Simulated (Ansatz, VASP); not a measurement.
Si in VASP and in Ansatz

```
CELL_PARAMETERS angstrom
2.65777 0.00000 0.00000
-1.32888 2.30169 0.00000
0.00000 0.00000 4.48368
ATOMIC_POSITIONS crystal
Si 0.33333 0.66667 0.25000
Si 0.66667 0.33333 0.75000
```

Alike in both runs: task relaxation of cell and atoms; functional r2SCAN; k mesh 18 × 18 × 10; occupations gaussian, width 0.1 eV; no spin polarisation.

|  | VASP | Ansatz |
| --- | --- | --- |
| version | VASP 6.6.1 | Ansatz 0.2.0 |
| potentials or method | VASP PAW PBE potentials, release 64 (Si), cutoff 600 eV | scalar-relativistic, plane waves, PAW |
| valence electrons in the cell | 8 | 8 |

|  | VASP | Ansatz | Ansatz less VASP |
| --- | --- | --- | --- |
| gap on the k mesh at the Fermi level, each at its own relaxed structure (eV) | none | none | - |
| relaxed volume (Å³/atom) | 13.75 | 13.73 | -0.016 |
| relaxed cell length with the largest relative difference (Å) | 4.554 | 4.552 | -0.0026 |

VASP's potentials were made for PBE, not for r2SCAN. A gap of «none» marks a metal or a gap that the smearing closes.
